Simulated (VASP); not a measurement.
# CaO (Fm-3m) in VASP: relaxation of cell and atoms with PBEsol

Aim: the relaxation of cell and atoms of CaO with PBEsol.

Everything below comes from runs of VASP 6.6.1. Logs are shortened: lines on timing, memory, paths and dates and some standing lists are left out, and cuts for length are marked.

**1. The cell of the first run**

It takes space group Fm-3m (No. 225, cubic). Conventional cell: a = 4.813 Å, b = 4.813 Å, c = 4.813 Å, α = 90.00°, β = 90.00°, γ = 90.00°. Within 3.2 Å of Ca (site symmetry m-3m) lie 6 O at 2.41 Å. Within 3.2 Å of O (site symmetry m-3m) lie 6 Ca at 2.41 Å.

**2. Relaxation of cell and atoms, PBEsol**

INCAR

```
SYSTEM = CaO
ALGO = Normal
EDIFF = 1E-6
EDIFFG = -0.005
ENCUT = 600
GGA = PS
IBRION = 2
ISIF = 3
ISMEAR = 0
LASPH = .True.
LCHARG = .False.
LREAL = .False.
LWAVE = .False.
NELM = 100
NSW = 100
PREC = Accurate
SIGMA = 0.02
```

KPOINTS

```
k-points
0
Gamma
  8 8 8
  0 0 0
```

POSCAR

```
CaO
1.0
    0.0000000000      2.4065000000      2.4065000000
    2.4065000000      0.0000000000      2.4065000000
    2.4065000000      2.4065000000      0.0000000000
Ca O
1 1
Direct
    0.0000000000      0.0000000000      0.0000000000
    0.5000000000      0.5000000000      0.5000000000
```

Potentials or basis: VASP PAW PBE potentials, release 64 (Ca_sv, O).

Launch:

```
$ cat potpaw_PBE.64/Ca_sv/POTCAR potpaw_PBE.64/O/POTCAR > POTCAR
$ mpirun -np 1 vasp_std > vasp.out
```

OUTCAR:

```text
SYSTEM = CaO
   EDIFF = 1E-6
   EDIFFG = -0.005
   ENCUT = 600
   GGA = PS
   IBRION = 2
   ISIF = 3
   ISMEAR = 0
   LASPH = .True.
   LREAL = .False.
   NELM = 100
   NSW = 100
   PREC = Accurate

 ion  position               nearest neighbor table
   1  0.000  0.000  0.000-   2 2.41   2 2.41   2 2.41   2 2.41   2 2.41   2 2.41
   2  0.500  0.500  0.500-   1 2.41   1 2.41   1 2.41   1 2.41   1 2.41   1 2.41

  LATTYP: Found a face centered cubic cell.
 ALAT       =     4.8130000000

  Lattice vectors:

 A1 = (   0.0000000000,   2.4065000000,   2.4065000000)
 A2 = (   2.4065000000,   0.0000000000,   2.4065000000)
 A3 = (   2.4065000000,   2.4065000000,   0.0000000000)

Analysis of symmetry for initial positions (statically):
=====================================================================
 Subroutine PRICEL returns:
 Original cell was already a primitive cell.

 Routine SETGRP: Setting up the symmetry group for a
 face centered cubic supercell.

 Subroutine GETGRP returns: Found 48 space group operations
 (whereof 48 operations were pure point group operations)
 out of a pool of 48 trial point group operations.

The static configuration has the point symmetry O_h .

Analysis of symmetry for dynamics (positions and initial velocities):
=====================================================================
 Subroutine PRICEL returns:
 Original cell was already a primitive cell.

 Routine SETGRP: Setting up the symmetry group for a
 face centered cubic supercell.

 Subroutine GETGRP returns: Found 48 space group operations
 (whereof 48 operations were pure point group operations)
 out of a pool of 48 trial point group operations.

The dynamic configuration has the point symmetry O_h .

 Subroutine INISYM returns: Found 48 space group operations
 (whereof 48 operations are pure point group operations),
 and found     1 'primitive' translations

----------------------------------------------------------------------------------------

                                     Primitive cell

  volume of cell :      27.8732

  direct lattice vectors                    reciprocal lattice vectors
     0.000000000  2.406500000  2.406500000    -0.207770621  0.207770621  0.207770621
     2.406500000  0.000000000  2.406500000     0.207770621 -0.207770621  0.207770621
     2.406500000  2.406500000  0.000000000     0.207770621  0.207770621 -0.207770621

  length of vectors
     3.403304938  3.403304938  3.403304938     0.359869272  0.359869272  0.359869272

  position of ions in fractional coordinates (direct lattice)
     0.000000000  0.000000000  0.000000000
     0.500000000  0.500000000  0.500000000

  ion indices of the primitive-cell ions
   primitive index   ion index
                 1           1
                 2           2

----------------------------------------------------------------------------------------

 KPOINTS: k-points

Automatic generation of k-mesh.
 Grid dimensions read from file:
 generate k-points for:    8    8    8

 Generating k-lattice:

  Cartesian coordinates                     Fractional coordinates (reciprocal lattice)
    -0.025971328  0.025971328  0.025971328     0.125000000  0.000000000  0.000000000
     0.025971328 -0.025971328  0.025971328     0.000000000  0.125000000  0.000000000
     0.025971328  0.025971328 -0.025971328     0.000000000  0.000000000  0.125000000

  Length of vectors
     0.044983659  0.044983659  0.044983659

  Shift w.r.t. Gamma in fractional coordinates (k-lattice)
     0.000000000  0.000000000  0.000000000

 Subroutine IBZKPT returns following result:
 ===========================================

 Found     29 irreducible k-points:

 Following reciprocal coordinates:
            Coordinates               Weight
  0.000000  0.000000  0.000000      1.000000
  0.125000  0.000000  0.000000      8.000000
  0.250000  0.000000  0.000000      8.000000
  0.375000  0.000000  0.000000      8.000000
  0.500000  0.000000  0.000000      4.000000
  0.125000  0.125000  0.000000      6.000000
[... 16 lines left out ...]
  0.500000  0.250000  0.125000     48.000000
 -0.375000  0.250000  0.125000     24.000000
 [... further k-points ...]
   k-points           NKPTS =     29   k-points in BZ     NKDIM =     29   number of bands    NBANDS=     12
   number of dos      NEDOS =    301   number of ions     NIONS =      2
   total plane-waves  NPLWV =  21952
   dimension x,y,z NGX =    28 NGY =   28 NGZ =   28
   dimension x,y,z NGXF=    56 NGYF=   56 NGZF=   56
   ions per type =               1   1
   NGX,Y,Z   is equivalent  to a cutoff of  13.68, 13.68, 13.68 a.u.
   NGXF,Y,Z  is equivalent  to a cutoff of  27.36, 27.36, 27.36 a.u.
 SYSTEM =  CaO
   PREC   = accura    normal or accurate (medium, high low for compatibility)
   ISTART =      0    job   : 0-new  1-cont  2-samecut
   ICHARG =      2    charge: 1-file 2-atom 10-const
   ISPIN  =      1    spin polarized calculation?
   LNONCOLLINEAR =      F non collinear calculations
   LSORBIT =      F    spin-orbit coupling
   LASPH  =      T    aspherical Exc in radial PAW
   ENCUT  =  600.0 eV  44.10 Ry    6.64 a.u.   6.80  6.80  6.80*2*pi/ulx,y,z
   NELM   =    100;   NELMIN=  2; NELMDL= -5     # of ELM steps
   EDIFF  = 0.1E-05   stopping-criterion for ELM
   LREAL  =      F    real-space projection
   EDIFFG = -.5E-02   stopping-criterion for IOM
   NSW    =    100    number of steps for IOM
   IBRION =      2    ionic relax: 0-MD 1-quasi-New 2-CG
   NFREE  =      1    steps in history (QN), initial steepest desc. (CG)
   ISIF   =      3    stress and relaxation
   ISYM   =      2    0-nonsym 1-usesym 2-fastsym
   POTIM  = 0.5000    time-step for ionic-motion
   TEBEG  =    0.0;   TEEND  =   0.0 temperature during run
   PSTRESS=    0.0 pullay stress
   NELECT =      16.0000    total number of electrons
   NUPDOWN=      -1.0000    fix difference up-down
   EMIN   =  10.00;   EMAX   =-10.00  energy-range for DOS
   EFERMI =   0.00;   METHOD = LEGACY
   ISMEAR =     0;   SIGMA  =   0.02  broadening in eV -4-tet -1-fermi 0-gaus
   EFERMI_NEDOS =   21; number of points for ismear=-14 and -15
   IALGO  =     38    algorithm
   IMIX   =      4    mixing-type and parameters
     AMIX     =   0.40;   BMIX     =  1.00
     AMIX_MAG =   1.60;   BMIX_MAG =  1.00
  volume/ion in A,a.u.               =      13.94        94.05
  Fermi-wavevector in a.u.,A,eV,Ry     =   1.360564  2.571093 25.186211  1.851134
  Thomas-Fermi vector in A             =   2.487215
   LORBIT       =      0    0 simple, 1 ext, 2 COOP (PROOUT), +10 PAW based schemes
   GGA     = PS    functional components
   LHFCALC =     F    Hartree Fock is set to
   AEXX    =    0.0000 exact exchange contribution
   IVDW    =     0    specifies the selected vdW correction
   LEPSILON=     F    determine dielectric tensor
   LRPA    =     F    only Hartree local field effects (RPA)
 conjugate gradient relaxation of ions
 non-spin polarized calculation
 Gauss-broadening in eV      SIGMA  =   0.02
  energy-cutoff  :      600.00
  volume of cell :       27.87
 maximum number of plane-waves:       950
   NGX = 13   NGY = 13   NGZ = 13

--------------------------------------- Ionic step        1  -------------------------------------------

 number of electron      15.9999998 magnetization

 Free energy of the ion-electron system (eV)
  ---------------------------------------------------
  ext. energy  EPLUGINS =         0.00000000
  ---------------------------------------------------
  free energy    TOTEN  =       -13.40912578 eV

  energy without entropy =      -13.40912578  energy(sigma->0) =      -13.40912578

------------------------ aborting loop because EDIFF is reached ----------------------------------------

  FORCE on cell =-STRESS in cart. coord.  units (eV):
  Direction    XX          YY          ZZ          XY          YZ          ZX
  --------------------------------------------------------------------------------------
  -------------------------------------------------------------------------------------
  Total       -0.4540994     -0.4540994     -0.4540994     -0.0000000      0.0000000     -0.0000000
  in kB      -26.1020066    -26.1020066    -26.1020066     -0.0000000      0.0000000     -0.0000000
  external PRESSURE =     -26.1020066 kB  Pullay stress =       0.0000000 kB
[... 57 lines left out ...]
  energy  without entropy=      -13.4138252650  energy(sigma->0) =      -13.41382527

--------------------------------------- Ionic step        3  -------------------------------------------

 number of electron      15.9999997 magnetization

 Free energy of the ion-electron system (eV)
  ---------------------------------------------------
  ext. energy  EPLUGINS =         0.00000000
  ---------------------------------------------------
  free energy    TOTEN  =       -13.41463709 eV

  energy without entropy =      -13.41463709  energy(sigma->0) =      -13.41463709

 E-fermi :   2.5159     XC(G=0): -10.8351

 val. band max:        2.3064359383   @ k =   0.0000   0.0000   0.0000
 cond. band min:       5.8324448621   @ k =   0.5000   0.5000   0.0000
 fundamental gap:      3.5260089238
 Fermi energy:         2.5159042622

 k-point     1 :       0.0000    0.0000    0.0000
  band No.  band energies     occupation
      1     -34.9984      2.00000
      2     -15.8245      2.00000
      3     -15.8245      2.00000
      4     -15.8245      2.00000
      5     -13.1767      2.00000
      6       2.3064      2.00000
      7       2.3064      2.00000
      8       2.3064      2.00000
      9       7.0325      0.00000
     10       8.5471      0.00000
     11       8.5471      0.00000
     12       8.5471      0.00000
[... 331 lines left out ...]
 k-point    24 :      -0.3750    0.2500    0.1250
  band No.  band energies     occupation
      1     -34.8635      2.00000
      2     -16.8230      2.00000
      3     -16.0893      2.00000
      4     -15.9631      2.00000
      5     -12.1623      2.00000
      6       0.1818      2.00000
      7       1.1409      2.00000
      8       1.2074      2.00000
      9       9.0896      0.00000
     10       9.1528      0.00000
     11      11.2106      0.00000
     12      11.4041      0.00000

 [... further k-points ...]

------------------------ aborting loop because EDIFF is reached ----------------------------------------

  FORCE on cell =-STRESS in cart. coord.  units (eV):
  Direction    XX          YY          ZZ          XY          YZ          ZX
  --------------------------------------------------------------------------------------
  -------------------------------------------------------------------------------------
  Total        0.0006653      0.0006653      0.0006653     -0.0000000     -0.0000000     -0.0000000
  in kB        0.0391684      0.0391684      0.0391684     -0.0000000     -0.0000000     -0.0000000
  external PRESSURE =       0.0391684 kB  Pullay stress =       0.0000000 kB
[... 17 lines left out ...]
  FREE ENERGIE OF THE ION-ELECTRON SYSTEM (eV)
  ---------------------------------------------------
  free  energy   TOTEN  =       -13.4146370857 eV

  energy  without entropy=      -13.4146370857  energy(sigma->0) =      -13.41463709

 reached required accuracy - stopping structural energy minimisation
```

It took 29 s on 1 thread of AMD EPYC 7R13 (Zen 3), shared host; peak memory 0.14 GiB.

Results:

- Free energy: -13.4146 eV
- Relaxed volume: 13.61 Å³/atom
- Relaxed cell: a = 3.376 Å, b = 3.376 Å, c = 3.376 Å, α = 60.00°, β = 60.00°, γ = 60.00°
- Space group after relaxing (to 0.1 Å): Fm-3m (No. 225)
- Energy gained by relaxing: 2.8 meV/atom
- Ionic steps: 3
- Pressure after relaxing: 0.0 GPa
- Band gap on the k mesh: 3.53 eV (least direct gap 3.90 eV)

The path:
```tsv
step	energy change (eV)	largest force (eV/Å)	pressure (GPa)	volume (Å³)
1	0.0000	0.0000	-2.61	27.87
2	-0.0047	0.0000	1.07	26.97
3	-0.0055	0.0000	0.00	27.21
```

Final structure:
```xyz
2
Lattice="0.0000 2.3873 2.3873 2.3873 0.0000 2.3873 2.3873 2.3873 0.0000" Properties=species:S:1:pos:R:3 pbc="T T T"
Ca    0.0000    0.0000    0.0000
O     2.3873    2.3873    2.3873
```

Levels at points of the mesh, in eV from the valence-band top:
| k point | band 5 | band 6 | band 7 | band 8 | band 9 | band 10 | band 11 | band 12 |
| --- | --- | --- | --- | --- | --- | --- | --- | --- |
| (0.00, 0.00, 0.00) | -15.48 | 0.00 | 0.00 | 0.00 | 4.73 | 6.24 | 6.24 | 6.24 |
| (0.50, 0.00, 0.00) | -14.16 | -2.74 | -1.26 | -1.26 | 7.11 | 8.48 | 8.49 | 8.49 |
| (0.50, 0.50, 0.00) | -15.24 | -1.31 | -0.37 | -0.37 | 3.53 | 8.19 | 9.04 | 9.73 |

Caveat: the PAW data sets were made with another functional, which shifts forces and pressure a little. A k mesh can miss the band edges.
